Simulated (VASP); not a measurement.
# ZnSe (F-43m) in VASP: single point with PBE

Aim: the single point of ZnSe with PBE.

All numbers are computed with VASP 6.6.1; they aren't measurements. Logs are shortened: lines on timing, memory, paths and dates and some standing lists are left out, and cuts for length are marked.

**1. The cell of the first run**

Symmetry: F-43m, No. 216, cubic system. Conventional cell: a = 5.732 Å, b = 5.732 Å, c = 5.732 Å, α = 90.00°, β = 90.00°, γ = 90.00°. Within 3.3 Å of Zn (site symmetry -43m) lie 4 Se at 2.48 Å. Within 3.3 Å of Se (site symmetry -43m) lie 4 Zn at 2.48 Å.

**2. Single point, PBE**

INCAR

```
ALGO = Normal
EDIFF = 1E-7
ENCUT = 520
GGA = PE
ISIF = 2
ISMEAR = 0
LASPH = T
LCHARG = F
LREAL = F
LWAVE = F
NBANDS = 16
NELM = 80
PREC = Accurate
SIGMA = 0.02
```

KPOINTS

```
k-points
0
Gamma
  8 8 8
```

POSCAR

```
ZnSe
1.0
    0.0000000000      2.8658805874      2.8658805874
    2.8658805874      0.0000000000      2.8658805874
    2.8658805874      2.8658805874      0.0000000000
Zn Se
1 1
Direct
    0.0000000000      0.0000000000      0.0000000000
    0.7500000000      0.7500000000      0.7500000000
```

Potentials or basis: VASP PAW PBE potentials, release 64 (Zn, Se).

On the command line:

```
cat potpaw_PBE.64/Zn/POTCAR potpaw_PBE.64/Se/POTCAR > POTCAR
mpirun -np 1 vasp_std > vasp.out
```

OUTCAR:

```text
EDIFF = 1E-7
   ENCUT = 520
   GGA = PE
   ISIF = 2
   ISMEAR = 0
   LASPH = T
   LREAL = F
   NELM = 80
   PREC = Accurate

 ion  position               nearest neighbor table
   1  0.000  0.000  0.000-   2 2.48   2 2.48   2 2.48   2 2.48
   2  0.750  0.750  0.750-   1 2.48   1 2.48   1 2.48   1 2.48

  LATTYP: Found a face centered cubic cell.
 ALAT       =     5.7317611748

  Lattice vectors:

 A1 = (   0.0000000000,   2.8658805874,   2.8658805874)
 A2 = (   2.8658805874,   0.0000000000,   2.8658805874)
 A3 = (   2.8658805874,   2.8658805874,   0.0000000000)

Analysis of symmetry for initial positions (statically):
=====================================================================
 Subroutine PRICEL returns:
 Original cell was already a primitive cell.

 Routine SETGRP: Setting up the symmetry group for a
 face centered cubic supercell.

 Subroutine GETGRP returns: Found 24 space group operations
 (whereof 24 operations were pure point group operations)
 out of a pool of 48 trial point group operations.

The static configuration has the point symmetry T_d .

Analysis of symmetry for dynamics (positions and initial velocities):
=====================================================================
 Subroutine PRICEL returns:
 Original cell was already a primitive cell.

 Routine SETGRP: Setting up the symmetry group for a
 face centered cubic supercell.

 Subroutine GETGRP returns: Found 24 space group operations
 (whereof 24 operations were pure point group operations)
 out of a pool of 48 trial point group operations.

The dynamic configuration has the point symmetry T_d .

 Subroutine INISYM returns: Found 24 space group operations
 (whereof 24 operations are pure point group operations),
 and found     1 'primitive' translations

----------------------------------------------------------------------------------------

                                     Primitive cell

  volume of cell :      47.0765

  direct lattice vectors                    reciprocal lattice vectors
     0.000000000  2.865880587  2.865880587    -0.174466446  0.174466446  0.174466446
     2.865880587  0.000000000  2.865880587     0.174466446 -0.174466446  0.174466446
     2.865880587  2.865880587  0.000000000     0.174466446  0.174466446 -0.174466446

  length of vectors
     4.052967195  4.052967195  4.052967195     0.302184748  0.302184748  0.302184748

  position of ions in fractional coordinates (direct lattice)
     0.000000000  0.000000000  0.000000000
     0.750000000  0.750000000  0.750000000

  ion indices of the primitive-cell ions
   primitive index   ion index
                 1           1
                 2           2

----------------------------------------------------------------------------------------

 KPOINTS: k-points

Automatic generation of k-mesh.
 Grid dimensions read from file:
 generate k-points for:    8    8    8

 Generating k-lattice:

  Cartesian coordinates                     Fractional coordinates (reciprocal lattice)
    -0.021808306  0.021808306  0.021808306     0.125000000  0.000000000  0.000000000
     0.021808306 -0.021808306  0.021808306     0.000000000  0.125000000  0.000000000
     0.021808306  0.021808306 -0.021808306     0.000000000  0.000000000  0.125000000

  Length of vectors
     0.037773094  0.037773094  0.037773094

  Shift w.r.t. Gamma in fractional coordinates (k-lattice)
     0.000000000  0.000000000  0.000000000

 Subroutine IBZKPT returns following result:
 ===========================================

 Found     29 irreducible k-points:

 Following reciprocal coordinates:
            Coordinates               Weight
  0.000000  0.000000  0.000000      1.000000
  0.125000  0.000000  0.000000      8.000000
  0.250000  0.000000  0.000000      8.000000
  0.375000  0.000000  0.000000      8.000000
  0.500000  0.000000  0.000000      4.000000
  0.125000  0.125000  0.000000      6.000000
[... 16 lines left out ...]
  0.500000  0.250000  0.125000     48.000000
 -0.375000  0.250000  0.125000     24.000000
 [... further k-points ...]
   k-points           NKPTS =     29   k-points in BZ     NKDIM =     29   number of bands    NBANDS=     16
   number of dos      NEDOS =    301   number of ions     NIONS =      2
   total plane-waves  NPLWV =  27000
   dimension x,y,z NGX =    30 NGY =   30 NGZ =   30
   dimension x,y,z NGXF=    60 NGYF=   60 NGZF=   60
   ions per type =               1   1
   NGX,Y,Z   is equivalent  to a cutoff of  12.31, 12.31, 12.31 a.u.
   NGXF,Y,Z  is equivalent  to a cutoff of  24.61, 24.61, 24.61 a.u.
 SYSTEM =  unknown system
   PREC   = accura    normal or accurate (medium, high low for compatibility)
   ISTART =      0    job   : 0-new  1-cont  2-samecut
   ICHARG =      2    charge: 1-file 2-atom 10-const
   ISPIN  =      1    spin polarized calculation?
   LNONCOLLINEAR =      F non collinear calculations
   LSORBIT =      F    spin-orbit coupling
   LASPH  =      T    aspherical Exc in radial PAW
   ENCUT  =  520.0 eV  38.22 Ry    6.18 a.u.   7.54  7.54  7.54*2*pi/ulx,y,z
   NELM   =     80;   NELMIN=  2; NELMDL= -5     # of ELM steps
   EDIFF  = 0.1E-06   stopping-criterion for ELM
   LREAL  =      F    real-space projection
   EDIFFG = 0.1E-05   stopping-criterion for IOM
   NSW    =      0    number of steps for IOM
   IBRION =     -1    ionic relax: 0-MD 1-quasi-New 2-CG
   NFREE  =      0    steps in history (QN), initial steepest desc. (CG)
   ISIF   =      2    stress and relaxation
   ISYM   =      2    0-nonsym 1-usesym 2-fastsym
   POTIM  = 0.5000    time-step for ionic-motion
   TEBEG  =    0.0;   TEEND  =   0.0 temperature during run
   PSTRESS=    0.0 pullay stress
   NELECT =      18.0000    total number of electrons
   NUPDOWN=      -1.0000    fix difference up-down
   EMIN   =  10.00;   EMAX   =-10.00  energy-range for DOS
   EFERMI =   0.00;   METHOD = LEGACY
   ISMEAR =     0;   SIGMA  =   0.02  broadening in eV -4-tet -1-fermi 0-gaus
   EFERMI_NEDOS =   21; number of points for ismear=-14 and -15
   IALGO  =     38    algorithm
   IMIX   =      4    mixing-type and parameters
     AMIX     =   0.40;   BMIX     =  1.00
     AMIX_MAG =   1.60;   BMIX_MAG =  1.00
  volume/ion in A,a.u.               =      23.54       158.84
  Fermi-wavevector in a.u.,A,eV,Ry     =   1.188222  2.245414 19.209677  1.411871
  Thomas-Fermi vector in A             =   2.324356
   LORBIT       =      0    0 simple, 1 ext, 2 COOP (PROOUT), +10 PAW based schemes
   GGA     = PE    functional components
   LHFCALC =     F    Hartree Fock is set to
   AEXX    =    0.0000 exact exchange contribution
   IVDW    =     0    specifies the selected vdW correction
   LEPSILON=     F    determine dielectric tensor
   LRPA    =     F    only Hartree local field effects (RPA)
 non-spin polarized calculation
 Gauss-broadening in eV      SIGMA  =   0.02
  energy-cutoff  :      520.00
  volume of cell :       47.08
 maximum number of plane-waves:      1287
   NGX = 15   NGY = 15   NGZ = 15

 number of electron      18.0000017 magnetization

 Free energy of the ion-electron system (eV)
  ---------------------------------------------------
  ext. energy  EPLUGINS =         0.00000000
  ---------------------------------------------------
  free energy    TOTEN  =        -6.03241768 eV

  energy without entropy =       -6.03241768  energy(sigma->0) =       -6.03241768

 E-fermi :   1.4157     XC(G=0):  -9.1682

 val. band max:        1.3294389578   @ k =   0.0000   0.0000   0.0000
 cond. band min:       2.4851710625   @ k =   0.0000   0.0000   0.0000
 fundamental gap:      1.1557321047
 Fermi energy:         1.4157092510

 k-point     1 :       0.0000    0.0000    0.0000
  band No.  band energies     occupation
      1     -11.7189      2.00000
      2      -5.0993      2.00000
      3      -5.0993      2.00000
      4      -5.0993      2.00000
      5      -4.7595      2.00000
      6      -4.7595      2.00000
[... 8 lines left out ...]
     15      12.7189      0.00000
     16      12.7189      0.00000

 k-point     2 :       0.1250    0.0000    0.0000
  band No.  band energies     occupation
      1     -11.6247      2.00000
      2      -5.0905      2.00000
      3      -5.0847      2.00000
      4      -5.0847      2.00000
      5      -4.7607      2.00000
      6      -4.7607      2.00000
[... 8 lines left out ...]
     15      11.9646      0.00000
     16      11.9865      0.00000

 k-point     3 :       0.2500    0.0000    0.0000
  band No.  band energies     occupation
      1     -11.3810      2.00000
      2      -5.0524      2.00000
      3      -5.0524      2.00000
      4      -5.0323      2.00000
      5      -4.7592      2.00000
      6      -4.7592      2.00000
[... 8 lines left out ...]
     15      11.7287      0.00000
     16      11.9872      0.00000

 k-point     4 :       0.3750    0.0000    0.0000
  band No.  band energies     occupation
      1     -11.1091      2.00000
      2      -5.0265      2.00000
      3      -5.0265      2.00000
      4      -4.8456      2.00000
      5      -4.7496      2.00000
      6      -4.7496      2.00000
[... 8 lines left out ...]
     15      12.7972      0.00000
     16      12.7972      0.00000

 k-point     5 :       0.5000    0.0000    0.0000
  band No.  band energies     occupation
      1     -10.9862      2.00000
      2      -5.0181      2.00000
      3      -5.0181      2.00000
      4      -4.7427      2.00000
      5      -4.7427      2.00000
      6      -4.6126      2.00000
[... 8 lines left out ...]
     15      14.2964      0.00000
     16      14.2964      0.00000

 k-point     6 :       0.1250    0.1250    0.0000
  band No.  band energies     occupation
      1     -11.5932      2.00000
      2      -5.1040      2.00000
      3      -5.0715      2.00000
      4      -5.0715      2.00000
      5      -4.7697      2.00000
      6      -4.7530      2.00000
[... 8 lines left out ...]
     15      12.4115      0.00000
     16      12.9362      0.00000

 k-point     7 :       0.2500    0.1250    0.0000
  band No.  band energies     occupation
      1     -11.3986      2.00000
      2      -5.0845      2.00000
      3      -5.0374      2.00000
      4      -5.0321      2.00000
      5      -4.7744      2.00000
      6      -4.7472      2.00000
[... 8 lines left out ...]
     15      12.8016      0.00000
     16      13.3142      0.00000

 k-point     8 :       0.3750    0.1250    0.0000
  band No.  band energies     occupation
      1     -11.1324      2.00000
      2      -5.0362      2.00000
      3      -5.0071      2.00000
      4      -4.9235      2.00000
      5      -4.7556      2.00000
      6      -4.7405      2.00000
[... 8 lines left out ...]
     15      12.9966      0.00000
     16      13.5227      0.00000

 k-point     9 :       0.5000    0.1250    0.0000
  band No.  band energies     occupation
      1     -10.9536      2.00000
      2      -5.0160      2.00000
      3      -4.9966      2.00000
      4      -4.7785      2.00000
      5      -4.7408      2.00000
      6      -4.6260      2.00000
[... 8 lines left out ...]
     15      13.6033      0.00000
     16      14.3135      0.00000
[... 172 lines left out ...]
 k-point    19 :       0.5000    0.3750    0.0000
  band No.  band energies     occupation
      1     -10.7785      2.00000
      2      -5.0343      2.00000
      3      -4.8886      2.00000
      4      -4.8722      2.00000
      5      -4.7230      2.00000
      6      -4.6064      2.00000
[... 8 lines left out ...]
     15      14.8102      0.00000
     16      15.3920      0.00000

 k-point    20 :      -0.3750    0.3750    0.0000
  band No.  band energies     occupation
      1     -10.7570      2.00000
      2      -5.0085      2.00000
      3      -4.9068      2.00000
      4      -4.8269      2.00000
      5      -4.7396      2.00000
      6      -4.5168      2.00000
[... 8 lines left out ...]
     15      13.2412      0.00000
     16      16.3949      0.00000

 k-point    21 :       0.5000    0.5000    0.0000
  band No.  band energies     occupation
      1     -10.7382      2.00000
      2      -5.0508      2.00000
      3      -4.8670      2.00000
      4      -4.8670      2.00000
      5      -4.7152      2.00000
      6      -4.5925      2.00000
[... 8 lines left out ...]
     15      15.1579      0.00000
     16      15.6034      0.00000

 k-point    22 :       0.3750    0.2500    0.1250
  band No.  band energies     occupation
      1     -11.1909      2.00000
      2      -5.0518      2.00000
      3      -5.0041      2.00000
      4      -4.9749      2.00000
      5      -4.7716      2.00000
      6      -4.7367      2.00000
[... 8 lines left out ...]
     15      13.4764      0.00000
     16      14.5918      0.00000

 k-point    23 :       0.5000    0.2500    0.1250
  band No.  band energies     occupation
      1     -10.9645      2.00000
      2      -5.0079      2.00000
      3      -4.9815      2.00000
      4      -4.8527      2.00000
      5      -4.7475      2.00000
      6      -4.6958      2.00000
[... 8 lines left out ...]
     15      13.7689      0.00000
     16      14.8889      0.00000

 k-point    24 :      -0.3750    0.2500    0.1250
  band No.  band energies     occupation
      1     -10.8642      2.00000
      2      -5.0010      2.00000
      3      -4.9688      2.00000
      4      -4.7865      2.00000
      5      -4.7525      2.00000
      6      -4.5657      2.00000
[... 8 lines left out ...]
     15      13.9528      0.00000
     16      14.7440      0.00000

 [... further k-points ...]
[... 5 lines left out ...]
  --------------------------------------------------------------------------------------
  -------------------------------------------------------------------------------------
  Total        0.0671821      0.0671821      0.0671821      0.0000000      0.0000000      0.0000000
  in kB        2.2864405      2.2864405      2.2864405      0.0000000      0.0000000      0.0000000
  external PRESSURE =       2.2864405 kB  Pullay stress =       0.0000000 kB

 VOLUME and BASIS-vectors are now :
 -----------------------------------------------------------------------------
  energy-cutoff  :      520.00
  volume of cell :       47.08
      direct lattice vectors                 reciprocal lattice vectors
     0.000000000  2.865880587  2.865880587    -0.174466446  0.174466446  0.174466446
     2.865880587  0.000000000  2.865880587     0.174466446 -0.174466446  0.174466446
     2.865880587  2.865880587  0.000000000     0.174466446  0.174466446 -0.174466446

 POSITION                                       TOTAL-FORCE (eV/Angst)
 -----------------------------------------------------------------------------------
      0.00000      0.00000      0.00000         0.000000      0.000000      0.000000
      4.29882      4.29882      4.29882        -0.000000     -0.000000     -0.000000
 -----------------------------------------------------------------------------------
    total drift:                                0.000001      0.000001      0.000001

  FREE ENERGIE OF THE ION-ELECTRON SYSTEM (eV)
  ---------------------------------------------------
  free  energy   TOTEN  =        -6.0324176781 eV

  energy  without entropy=       -6.0324176781  energy(sigma->0) =       -6.03241768
```

It took 28 s on 1 thread of Intel Xeon Platinum 8375C at 2.90GHz (Ice Lake), shared host; peak memory 0.18 GiB.

Results:

```yaml
Free_energy: -6.0324 eV
Pressure: 0.2 GPa
Band_gap_on_the_k_mesh: 1.16 eV, direct
```

A hybrid or GW would open this gap; PBE tends to underestimate it.
